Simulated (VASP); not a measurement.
Wanted: the native input for a VASP 6.6.1 run.

| Property | Result |
| --- | --- |
| Task | single point |
| Functional | PBEsol |
| Potentials or basis | VASP PAW PBE potentials, release 64 (Al, Ru_pv) |
| Cutoff | 520 eV |
| k mesh | 16 × 16 × 16 |
| Occupations | gaussian, width 0.15 eV |
| Spin | no spin polarisation |
| Dipole correction | no |
| Further INCAR settings | ALGO = Fast; EDIFF = 1e-06; NBANDS = 16 |

The structure of AlRu lies in POSCAR:

```
AlRu
1.0
    2.8569780000      0.0000000000      0.0000000000
    0.0000000000      2.9916000000      0.0000000000
    0.0000000000      0.0000000000      2.9916000000
Al Ru
1 1
Direct
    0.0000000000      0.0000000000      0.0000000000
    0.5000000000      0.5000000000      0.5000000000
```

This cell differs from its parent crystal: strain -0.0450 x Voigt [1, 0, 0, 0, 0, 0].

These files were run (other wordings do the same):

INCAR

```
SYSTEM = AlRu
ALGO = Fast
EDIFF = 1E-6
ENCUT = 520
GGA = PS
ISIF = 2
ISMEAR = 0
LASPH = .TRUE.
LCHARG = .TRUE.
LELF = .TRUE.
LREAL = .FALSE.
LVHAR = .TRUE.
LWAVE = .FALSE.
NBANDS = 16
NELM = 80
PREC = Accurate
SIGMA = 0.15
```

KPOINTS

```
k-points
0
G
  16 16 16
  0 0 0
```

Potentials or basis: VASP PAW PBE potentials, release 64 (Al, Ru_pv).

Launch:

```sh
$ cat potpaw_PBE.64/Al/POTCAR potpaw_PBE.64/Ru_pv/POTCAR > POTCAR
$ mpirun -np 1 vasp_std > vasp.out
```

It gave:

The pressure is 7.5 GPa and the band gap on the k mesh is zero (an odd number of electrons rules out a gap without spin polarisation).

Caveat: the cell differs from its parent crystal (strain -0.0450 x Voigt [1, 0, 0, 0, 0, 0]); the stress differs along the axes, from 4 to 14 GPa; the PAW data sets were made with another functional, which shifts forces and pressure a little.

Wall time 110 s on 1 thread of Intel Xeon 8259CL, on a shared host, peak memory 0.27 GiB.
